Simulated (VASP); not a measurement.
# H (I4/mmm) in VASP: a series of runs

H is run at these levels: PBE; tasks: single point.

Everything below comes from runs of VASP 6.6.1. Logs are shortened: lines on timing, memory, paths and dates and some standing lists are left out, and cuts for length are marked.

### Step 1. The cell of the first run

The structure is tetragonal, space group I4/mmm (No. 139). The conventional cell has a = 3.594 Å, b = 3.594 Å, c = 4.871 Å, α = 90.00°, β = 90.00°, γ = 90.00°. Within 1.1 Å of H (site symmetry 4mm) lie 1 H at 0.80 Å.

### Step 2. Single point, PBE

INCAR reads:

```
PREC     = Accurate       # precision mode
ENCUT    = 520            # plane-wave cutoff, eV
EDIFF    = 1E-7           # SCF threshold, eV
ISMEAR   = 0              # smearing method
SIGMA    = 0.05           # smearing width, eV
LREAL    = False          # projectors in reciprocal space
LASPH    = True           # aspherical terms in the spheres
NELM     = 80             # most SCF steps
ALGO     = Normal         # electronic algorithm
ISIF     = 2              # what is computed and relaxed
LWAVE    = False          # write WAVECAR
LCHARG   = False          # write CHGCAR
GGA      = PE             # functional
NBANDS   = 8              # bands
```

KPOINTS reads:

```
Automatic mesh
0
Gamma
  10 10 10
```

POSCAR reads:

```
H
1.0
   -1.7968646398      1.7968646398      2.4355022150
    1.7968646398     -1.7968646398      2.4355022150
    1.7968646398      1.7968646398     -2.4355022150
H
2
Direct
    0.9178910720      0.9178910720      0.0000000000
    0.0821089280      0.0821089280      0.0000000000
```

Potentials or basis: VASP PAW PBE potentials, release 64 (H).

On the command line:

```console
> cat potpaw_PBE.64/H/POTCAR > POTCAR
> mpirun -np 1 vasp_std > vasp.out
```

OUTCAR:

```text
PREC = Accurate
   ENCUT = 520
   EDIFF = 1E-7
   ISMEAR = 0
   LREAL = False
   LASPH = True
   NELM = 80
   ISIF = 2
   GGA = PE

 ion  position               nearest neighbor table
   1  0.918  0.918  0.000-   2 0.80
   2  0.082  0.082  0.000-   1 0.80

  LATTYP: Found a body centered tetragonal cell.
 ALAT       =     3.5937292796
 C/A-ratio  =     1.3554177432

  Lattice vectors:

 A1 = (  -1.7968646398,   1.7968646398,   2.4355022150)
 A2 = (   1.7968646398,  -1.7968646398,   2.4355022150)
 A3 = (   1.7968646398,   1.7968646398,  -2.4355022150)

Analysis of symmetry for initial positions (statically):
=====================================================================
 Subroutine PRICEL returns:
 Original cell was already a primitive cell.

 Routine SETGRP: Setting up the symmetry group for a
 body centered tetragonal supercell.

 Subroutine GETGRP returns: Found 16 space group operations
 (whereof 16 operations were pure point group operations)
 out of a pool of 16 trial point group operations.

The static configuration has the point symmetry D_4h.

Analysis of symmetry for dynamics (positions and initial velocities):
=====================================================================
 Subroutine PRICEL returns:
 Original cell was already a primitive cell.

 Routine SETGRP: Setting up the symmetry group for a
 body centered tetragonal supercell.

 Subroutine GETGRP returns: Found 16 space group operations
 (whereof 16 operations were pure point group operations)
 out of a pool of 16 trial point group operations.

The dynamic configuration has the point symmetry D_4h.

 Subroutine INISYM returns: Found 16 space group operations
 (whereof 16 operations are pure point group operations),
 and found     1 'primitive' translations

----------------------------------------------------------------------------------------

                                     Primitive cell

  volume of cell :      31.4542

  direct lattice vectors                    reciprocal lattice vectors
    -1.796864640  1.796864640  2.435502215     0.000000000  0.278262474  0.205296467
     1.796864640 -1.796864640  2.435502215     0.278262474  0.000000000  0.205296467
     1.796864640  1.796864640 -2.435502215     0.278262474  0.278262474  0.000000000

  length of vectors
     3.519817624  3.519817624  3.519817624     0.345798559  0.345798559  0.393522565

  position of ions in fractional coordinates (direct lattice)
     0.917891072  0.917891072  0.000000000
     0.082108928  0.082108928  0.000000000

  ion indices of the primitive-cell ions
   primitive index   ion index
                 1           1
                 2           2

----------------------------------------------------------------------------------------

 KPOINTS: Automatic mesh

Automatic generation of k-mesh.
 Grid dimensions read from file:
 generate k-points for:   10   10   10

 Generating k-lattice:

  Cartesian coordinates                     Fractional coordinates (reciprocal lattice)
     0.000000000  0.027826247  0.020529647     0.100000000 -0.000000000  0.000000000
     0.027826247  0.000000000  0.020529647    -0.000000000  0.100000000  0.000000000
     0.027826247  0.027826247  0.000000000     0.000000000  0.000000000  0.100000000

  Length of vectors
     0.034579856  0.034579856  0.039352256

  Shift w.r.t. Gamma in fractional coordinates (k-lattice)
     0.000000000  0.000000000  0.000000000

 Subroutine IBZKPT returns following result:
 ===========================================

 Found    102 irreducible k-points:

 Following reciprocal coordinates:
            Coordinates               Weight
  0.000000  0.000000  0.000000      1.000000
  0.100000 -0.000000  0.000000      8.000000
  0.200000 -0.000000  0.000000      8.000000
  0.300000 -0.000000  0.000000      8.000000
  0.400000 -0.000000  0.000000      8.000000
  0.500000 -0.000000  0.000000      4.000000
[... 16 lines left out ...]
  0.300000  0.300000  0.000000      8.000000
  0.400000  0.300000  0.000000     16.000000
 [... further k-points ...]
   k-points           NKPTS =    102   k-points in BZ     NKDIM =    102   number of bands    NBANDS=      8
   number of dos      NEDOS =    301   number of ions     NIONS =      2
   total plane-waves  NPLWV =  21952
   dimension x,y,z NGX =    28 NGY =   28 NGZ =   28
   dimension x,y,z NGXF=    56 NGYF=   56 NGZF=   56
   ions per type =               2
   NGX,Y,Z   is equivalent  to a cutoff of  13.22, 13.22, 13.22 a.u.
   NGXF,Y,Z  is equivalent  to a cutoff of  26.45, 26.45, 26.45 a.u.
 SYSTEM =  unknown system
   PREC   = accura    normal or accurate (medium, high low for compatibility)
   ISTART =      0    job   : 0-new  1-cont  2-samecut
   ICHARG =      2    charge: 1-file 2-atom 10-const
   ISPIN  =      1    spin polarized calculation?
   LNONCOLLINEAR =      F non collinear calculations
   LSORBIT =      F    spin-orbit coupling
   LASPH  =      T    aspherical Exc in radial PAW
[... 29 lines left out ...]
   AEXX    =    0.0000 exact exchange contribution
   IVDW    =     0    specifies the selected vdW correction
   LEPSILON=     F    determine dielectric tensor
   LRPA    =     F    only Hartree local field effects (RPA)
 non-spin polarized calculation
 Gauss-broadening in eV      SIGMA  =   0.05
  energy-cutoff  :      520.00
  volume of cell :       31.45
 maximum number of plane-waves:       867
 NGX is ok and might be reduce to    28

 number of electron       2.0000000 magnetization

 Free energy of the ion-electron system (eV)
  ---------------------------------------------------
  ext. energy  EPLUGINS =         0.00000000
  ---------------------------------------------------
  free energy    TOTEN  =        -6.75180237 eV

  energy without entropy =       -6.75180237  energy(sigma->0) =       -6.75180237

 E-fermi :  -8.3738     XC(G=0):  -4.7103

 val. band max:       -8.6130093938   @ k =   0.5000   0.5000   0.5000
 cond. band min:       0.3353985594   @ k =   0.5000  -0.0000   0.0000
 fundamental gap:      8.9484079532
 Fermi energy:        -8.3737773317

 k-point     1 :       0.0000    0.0000    0.0000
  band No.  band energies     occupation
      1     -10.0468      2.00000
      2       3.5320      0.00000
      3       6.3440      0.00000
      4      12.1523      0.00000
      5      12.1523      0.00000
      6      14.0534      0.00000
      7      14.0534      0.00000
      8      15.1010      0.00000

 k-point     2 :       0.1000   -0.0000    0.0000
  band No.  band energies     occupation
      1      -9.9659      2.00000
      2       3.1528      0.00000
      3       6.4857      0.00000
      4      11.2094      0.00000
      5      11.6886      0.00000
      6      13.9908      0.00000
      7      14.6799      0.00000
      8      15.1132      0.00000

 k-point     3 :       0.2000   -0.0000    0.0000
  band No.  band energies     occupation
      1      -9.7421      2.00000
      2       2.2947      0.00000
      3       6.7019      0.00000
      4       9.6448      0.00000
      5      11.0340      0.00000
      6      14.6428      0.00000
      7      14.8981      0.00000
      8      15.3776      0.00000

 k-point     4 :       0.3000   -0.0000    0.0000
  band No.  band energies     occupation
      1      -9.4384      2.00000
      2       1.3480      0.00000
      3       6.8169      0.00000
      4       8.4645      0.00000
      5      10.5715      0.00000
      6      13.9838      0.00000
      7      14.2129      0.00000
      8      15.0940      0.00000

 k-point     5 :       0.4000   -0.0000    0.0000
  band No.  band energies     occupation
      1      -9.1649      2.00000
      2       0.6141      0.00000
      3       6.8306      0.00000
      4       7.8093      0.00000
      5      10.3264      0.00000
      6      13.2583      0.00000
      7      13.6142      0.00000
      8      14.3302      0.00000
[... 177 lines left out ...]
 k-point    22 :      -0.2000    0.2000    0.0000
  band No.  band energies     occupation
      1      -9.6675      2.00000
      2       2.8103      0.00000
      3       5.2593      0.00000
      4       9.8663      0.00000
      5      11.0606      0.00000
      6      11.5326      0.00000
      7      14.4136      0.00000
      8      16.2118      0.00000

 k-point    23 :       0.3000    0.3000    0.0000
  band No.  band energies     occupation
      1      -8.9104      2.00000
      2       1.1168      0.00000
      3       4.0883      0.00000
      4       7.3171      0.00000
      5       8.9571      0.00000
      6      13.8409      0.00000
      7      15.7725      0.00000
      8      17.8267      0.00000

 k-point    24 :       0.4000    0.3000    0.0000
  band No.  band energies     occupation
      1      -8.8475      2.00000
      2       1.5331      0.00000
      3       3.4822      0.00000
      4       6.9324      0.00000
      5       8.3434      0.00000
      6      14.7212      0.00000
      7      14.9854      0.00000
      8      17.0901      0.00000

 [... further k-points ...]

------------------------ aborting loop because EDIFF is reached ----------------------------------------

  FORCE on cell =-STRESS in cart. coord.  units (eV):
  Direction    XX          YY          ZZ          XY          YZ          ZX
  --------------------------------------------------------------------------------------
  -------------------------------------------------------------------------------------
  Total       -0.0191095     -0.0191095     -1.1930204      0.0000000      0.0000000      0.0000000
  in kB       -0.9733784     -0.9733784    -60.7685970      0.0000000      0.0000000      0.0000000
  external PRESSURE =     -20.9051179 kB  Pullay stress =       0.0000000 kB

 VOLUME and BASIS-vectors are now :
 -----------------------------------------------------------------------------
  energy-cutoff  :      520.00
  volume of cell :       31.45
      direct lattice vectors                 reciprocal lattice vectors
    -1.796864640  1.796864640  2.435502215     0.000000000  0.278262474  0.205296467
     1.796864640 -1.796864640  2.435502215     0.278262474  0.000000000  0.205296467
     1.796864640  1.796864640 -2.435502215     0.278262474  0.278262474  0.000000000

 POSITION                                       TOTAL-FORCE (eV/Angst)
 -----------------------------------------------------------------------------------
      0.00000      0.00000      4.47105        -0.000000     -0.000000      1.454927
      0.00000      0.00000      0.39995         0.000000      0.000000     -1.454927
 -----------------------------------------------------------------------------------
    total drift:                                0.000000      0.000000     -0.000000

  FREE ENERGIE OF THE ION-ELECTRON SYSTEM (eV)
  ---------------------------------------------------
  free  energy   TOTEN  =        -6.7518023711 eV

  energy  without entropy=       -6.7518023711  energy(sigma->0) =       -6.75180237
```

Run time: 22 s. Hardware: 1 thread of AMD EPYC 9R45 (Zen 5), shared host; peak memory 0.12 GiB.

Results:

* Free energy: -6.7518 eV
* Pressure: -2.1 GPa
* Largest force: 1.455 eV/Å
* Band gap on the k mesh: 8.95 eV, indirect (least direct gap 9.07 eV)

Forces on the atoms (eV/Å):
```
H    0.000  0.000  1.455
H    0.000  0.000 -1.455
```

Caveat: forces of over 1 eV/Å act on the atoms, so gaps and moduli don't describe the material at rest.

### Step 3. Single point, PBE

INCAR reads:

```
  PREC = Accurate
  ENCUT = 520
  EDIFF = 1E-6
  ISMEAR = 0
  SIGMA = 0.05
  LREAL = F
  LASPH = T
  NELM = 100
  ALGO = Normal
  ISIF = 2
  LWAVE = F
  LCHARG = T
  GGA = PE
  LELF = T
  LVHAR = T
  NBANDS = 8
```

KPOINTS reads:

```
regular mesh
0
Gamma
  10 10 10
```

POSCAR reads:

```
H
1.0
   -1.8802799414      1.8802799414      2.2242020028
    1.8802799414     -1.8802799414      2.2242020028
    1.8802799414      1.8802799414     -2.2242020028
H
2
Direct
    0.9178910720      0.9178910720      0.0000000000
    0.0821089280      0.0821089280      0.0000000000
```

Potentials or basis: VASP PAW PBE potentials, release 64 (H).

On the command line:

```console
> cat potpaw_PBE.64/H/POTCAR > POTCAR
> mpirun -np 1 vasp_std > vasp.out
```

Wall time 20 s (1 thread of AMD EPYC 9R45 (Zen 5), shared host); peak memory 0.12 GiB.

The run converged. Its results:

* Free energy: -6.7827 eV
* Pressure: 0.8 GPa
* Largest force: 0.729 eV/Å
* Band gap on the k mesh: 9.43 eV, indirect (least direct gap 9.91 eV)

Forces on the atoms (eV/Å):
```
H    0.000  0.000 -0.729
H    0.000  0.000  0.729
```

Stress tensor (GPa, compression positive):
```
-0.14  0.00  0.00
 0.00 -0.14  0.00
 0.00  0.00  2.55
```

Levels at points of the mesh, in eV from the valence-band top:
```
           k point  band 1  band 2  band 3  band 4  band 5  band 6
(0.00, 0.00, 0.00)   -1.39   12.14   16.03   21.22   21.22   23.29
(0.50, 0.00, 0.00)   -0.48    9.43   15.50   17.41   18.50   21.08
(0.50, 0.50, 0.00)   -0.37   10.77   13.68   15.19   17.81   18.76
(0.50, 0.50, 0.50)    0.00   10.62   15.03   15.11   15.11   17.14
```

 A k mesh can miss the band edges.

### Step 4. Single point, PBE

INCAR reads:

```
SYSTEM = H
PREC     = Accurate       ! precision mode
ENCUT    = 520            ! plane-wave cutoff, eV
EDIFF    = 1E-6           ! SCF threshold, eV
ISMEAR   = 0              ! smearing method
SIGMA    = 0.05           ! smearing width, eV
LREAL    = .False.        ! projectors in reciprocal space
LASPH    = .True.         ! aspherical terms in the spheres
NELM     = 100            ! most SCF steps
ALGO     = Normal         ! electronic algorithm
ISIF     = 2              ! what is computed and relaxed
LWAVE    = .False.        ! write WAVECAR
LCHARG   = .False.        ! write CHGCAR
GGA      = PE             ! functional
NBANDS   = 8              ! bands
```

KPOINTS reads:

```
Automatic mesh
0
Gamma
  10 10 10
  0 0 0
```

POSCAR reads:

```
H
1.0
   -1.8249451854      1.8249451854      2.3611283991
    1.8249451854     -1.8249451854      2.3611283991
    1.8249451854      1.8249451854     -2.3611283991
H
2
Direct
    0.9178910720      0.9178910720      0.0000000000
    0.0821089280      0.0821089280      0.0000000000
```

On the command line:

```console
> cat potpaw_PBE.64/H/POTCAR > POTCAR
> mpirun -np 1 vasp_std > vasp.out
```

Run time: 18 s. Hardware: 1 thread of AMD EPYC 9R45 (Zen 5), shared host; peak memory 0.11 GiB.

It converged, with:

- Free energy: -6.7796 eV
- Pressure: -1.2 GPa
- Largest force: 0.795 eV/Å
- Band gap on the k mesh: 9.10 eV, indirect (least direct gap 9.56 eV)

Forces in eV/Å, atoms in the order of the input:
```
H    0.000  0.000  0.795
H    0.000  0.000 -0.795
```

Stress tensor (GPa, compression positive):
```
-0.11  0.00  0.00
 0.00 -0.11  0.00
 0.00  0.00 -3.29
```

Levels at points of the mesh, in eV from the valence-band top:
```csv
k point,band 1,band 2,band 3,band 4,band 5,band 6
"(0.00, 0.00, 0.00)",-1.43,12.13,15.32,20.90,20.90,22.83
"(0.50, 0.00, 0.00)",-0.46,9.10,15.45,16.70,18.71,21.40
"(0.50, 0.50, 0.00)",-0.29,10.77,12.88,14.98,16.95,17.96
"(0.50, 0.50, 0.50)",0.00,9.57,14.60,15.43,15.43,17.46
```

### Step 5. Single point, PBE

This run uses another cell than the first one, of the same volume but with other edges.

INCAR reads:

```
SYSTEM = H
PREC = Accurate
ENCUT = 520
EDIFF = 1E-6
ISMEAR = 0
SIGMA = 0.05
LREAL = .FALSE.
LASPH = .TRUE.
NELM = 80
ALGO = Normal
ISIF = 2
LWAVE = .FALSE.
LCHARG = .FALSE.
GGA = PE
NBANDS = 8
```

KPOINTS reads:

```
Automatic mesh
0
G
  10 10 10
  0 0 0
```

POSCAR reads:

```
H
1.0
   -1.9980955921      1.9980955921      1.9696394315
    1.9980955921     -1.9980955921      1.9696394315
    1.9980955921      1.9980955921     -1.9696394315
H
2
Direct
    0.9178910720      0.9178910720      0.0000000000
    0.0821089280      0.0821089280      0.0000000000
```

On the command line:

```console
> cat potpaw_PBE.64/H/POTCAR > POTCAR
> mpirun -np 1 vasp_std > vasp.out
```

It took 18 s on 1 thread of AMD EPYC 9R45 (Zen 5), shared host; peak memory 0.12 GiB.

It converged, with:

| Quantity | Value |
| --- | --- |
| Free energy | -6.5553 eV |
| Pressure | 5.4 GPa |
| Largest force | 5.103 eV/Å |
| Band gap on the k mesh | 10.25 eV, indirect (least direct gap 10.64 eV) |

Forces on the atoms (eV/Å):
```
H    0.000  0.000 -5.103
H    0.000  0.000  5.103
```

Stress tensor (GPa, compression positive):
```
-0.17  0.00  0.00
 0.00 -0.17  0.00
 0.00  0.00 16.64
```

Levels at points of the mesh, in eV from the valence-band top:
```
           k point  band 1  band 2  band 3  band 4  band 5  band 6
(0.00, 0.00, 0.00)   -1.23   12.30   17.70   21.73   21.73   24.77
(0.50, 0.00, 0.00)   -0.39   10.25   15.74   18.12   18.37   20.71
(0.50, 0.50, 0.00)   -0.44   10.92   15.69   15.80   19.95   20.87
(0.50, 0.50, 0.50)    0.00   13.16   14.68   14.68   16.40   16.69
```

Caveat: forces of over 1 eV/Å act on the atoms, so gaps and moduli don't describe the material at rest.

### Step 6. Single point, PBE

This run uses another cell than the first one, of the same volume but with other edges.

INCAR reads:

```
ALGO = Normal
EDIFF = 1E-6
ENCUT = 520
GGA = PE
ISIF = 2
ISMEAR = 0
LASPH = True
LCHARG = False
LREAL = False
LWAVE = False
NBANDS = 8
NELM = 80
PREC = Accurate
SIGMA = 0.05
```

KPOINTS reads:

```
k-points
0
Gamma
  10 10 10
```

POSCAR reads:

```
H
1.0
   -1.6995416285      1.6995416285      2.7224232203
    1.6995416285     -1.6995416285      2.7224232203
    1.6995416285      1.6995416285     -2.7224232203
H
2
Direct
    0.9178910720      0.9178910720      0.0000000000
    0.0821089280      0.0821089280      0.0000000000
```

Potentials or basis: VASP PAW PBE potentials, release 64 (H).

On the command line:

```console
> cat potpaw_PBE.64/H/POTCAR > POTCAR
> mpirun -np 1 vasp_std > vasp.out
```

Wall time 21 s (1 thread of AMD EPYC 9R45 (Zen 5), shared host); peak memory 0.12 GiB.

The run converged. Its results:

```
Free energy            : -6.5208 eV
Pressure               : -4.9 GPa
Largest force          : 3.217 eV/Å
Band gap on the k mesh : 7.40 eV, indirect (least direct gap 7.51 eV)
```

Forces on the atoms (eV/Å):
```
H    0.000  0.000  3.217
H    0.000  0.000 -3.217
```

Stress tensor (GPa, compression positive):
```
  0.02   0.00   0.00
  0.00   0.02   0.00
  0.00   0.00 -14.82
```

Levels at points of the mesh, in eV from the valence-band top:
```tsv
k point	band 1	band 2	band 3	band 4	band 5	band 6
(0.00, 0.00, 0.00)	-1.50	12.19	13.46	20.40	20.40	22.31
(0.50, 0.00, 0.00)	-0.38	8.38	14.26	15.13	19.55	20.42
(0.50, 0.50, 0.00)	-0.01	10.88	11.25	14.63	15.34	16.54
(0.50, 0.50, 0.50)	-0.11	7.40	14.14	16.37	16.37	18.40
```

Caveat: forces of over 1 eV/Å act on the atoms, so gaps and moduli don't describe the material at rest.

### Step 7. Summary

```tsv
cell	gap on the mesh (eV)	pressure (GPa)	largest force (eV/Å)
a = 3.520 Å, angles 118.6, 118.6, 92.4°, 2 atoms	8.95	-2.1	1.45
a = 3.467 Å, angles 114.3, 114.3, 100.2°, 2 atoms	9.43	0.8	0.73
a = 3.498 Å, angles 117.1, 117.1, 95.1°, 2 atoms	9.10	-1.2	0.79
a = 3.444 Å, angles 109.1, 109.1, 110.2°, 2 atoms	10.25	5.4	5.10
a = 3.632 Å, angles 124.2, 124.2, 82.9°, 2 atoms	7.40	-4.9	3.22
```

Alike in all rows: task single point; level PBE; potentials or basis VASP PAW PBE potentials, release 64 (H); no spin polarisation; k mesh 10 × 10 × 10; cutoff (eV) 520; smearing gaussian 0.05 eV.

Caveats: forces of over 1 eV/Å act on the atoms, so gaps and moduli don't describe the material at rest (some runs).

Total energies depend on the potentials used, so only differences within one code and one set of settings carry meaning.
